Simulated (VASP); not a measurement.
Write the native input for VASP 6.6.1 that does the following.

```
Task                   : single point
Functional             : PBE
Potentials or basis    : VASP PAW PBE potentials, release 64 (B, N)
Cutoff                 : 520 eV
k mesh                 : 12 × 12 × 6
Occupations            : gaussian, width 0.05 eV
Spin                   : no spin polarisation
Dipole correction      : no
Further INCAR settings : ALGO = Normal; EDIFF = 1e-07; NBANDS = 16
```

The structure of BN lies in POSCAR:

```
BN
1.0
    2.5545800960      0.0000000000      0.0000000000
   -1.2772900480      2.2123312591      0.0000000000
    0.0000000000      0.0000000000      4.2245145352
B N
2 2
Direct
    0.6666666667      0.3333333333      1.0465200083
    0.3333333333      0.6666666667      0.4530917011
    0.6666666667      0.3333333333      0.5541800684
    0.3333333333      0.6666666667      0.1962082222
```

This cell differs from its parent crystal: mode 8 (949.4 1/cm) frozen in, largest displacement -0.300 Å.

One way to write it, as run:

INCAR

```
PREC = Accurate ; ENCUT = 520
EDIFF = 1E-7 ; ISMEAR = 0
SIGMA = 0.05 ; LREAL = False
LASPH = True ; NELM = 100
ALGO = Normal ; ISIF = 2
LWAVE = False ; LCHARG = False
GGA = PE ; NBANDS = 16
```

KPOINTS

```
regular mesh
0
Gamma
  12 12 6
```

Potentials or basis: VASP PAW PBE potentials, release 64 (B, N).

The run is started by

```console
$ cat potpaw_PBE.64/B/POTCAR potpaw_PBE.64/N/POTCAR > POTCAR
$ mpirun -np 1 vasp_std > vasp.out
```

It gave:

```json
{
  "Pressure": "105.2 GPa",
  "Largest force": "44.347 eV/Å",
  "Band gap on the k mesh": "2.98 eV, indirect (least direct gap 3.73 eV)"
}
```

Caveat: the cell differs from its parent crystal (mode 8 (949.4 1/cm) frozen in, largest displacement -0.300 Å); forces of over 1 eV/Å act on the atoms, so gaps and moduli don't describe the material at rest.

Run time: 49 s on 1 thread of AMD EPYC 7R13, with other jobs on the host, peak memory 0.15 GiB.
